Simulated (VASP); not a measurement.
Wanted: the native input for a VASP 6.6.1 run.

* Task: single point
* Functional: PBE
* Potentials or basis: VASP PAW PBE potentials, release 64 (C)
* Cutoff: 520 eV
* k mesh: 12 × 12 × 12
* Occupations: gaussian, width 0.05 eV
* Spin: no spin polarisation
* Dipole correction: no
* Further INCAR settings: ALGO = Normal; EDIFF = 1e-06; NBANDS = 11

The structure of C lies in POSCAR:

```
C
1.0
    0.0000000000      1.8286093042      1.7850884028
    1.8286093042      0.0000000000      1.7850884028
    1.8286093042      1.8286093042      0.0000000000
C
2
Direct
    0.5000000000      0.5000000000      0.5000000000
    0.7500000000      0.7500000000      0.7500000000
```

This cell differs from its parent crystal: volume 5.969 Å^3 an atom, c/a of the conventional cell 0.9762.

These files were run (other wordings do the same):

INCAR

```
ALGO = Normal
EDIFF = 1E-6
ENCUT = 520
GGA = PE
ISIF = 2
ISMEAR = 0
LASPH = T
LCHARG = F
LREAL = F
LWAVE = F
NBANDS = 11
NELM = 80
PREC = Accurate
SIGMA = 0.05
```

KPOINTS

```
k-points
0
Gamma
  12 12 12
```

Potentials or basis: VASP PAW PBE potentials, release 64 (C).

The run is started by

```bash
$ cat potpaw_PBE.64/C/POTCAR > POTCAR
$ mpirun -np 1 vasp_std > vasp.out
```

Results of the run:

```
Pressure               : -18.1 GPa
Band gap on the k mesh : 3.45 eV, indirect (least direct gap 5.03 eV)
```

It took 7.2 s on 1 thread of Intel(R) Xeon(R) 6975P-C (Granite Rapids), on a shared host, peak memory 0.12 GiB.
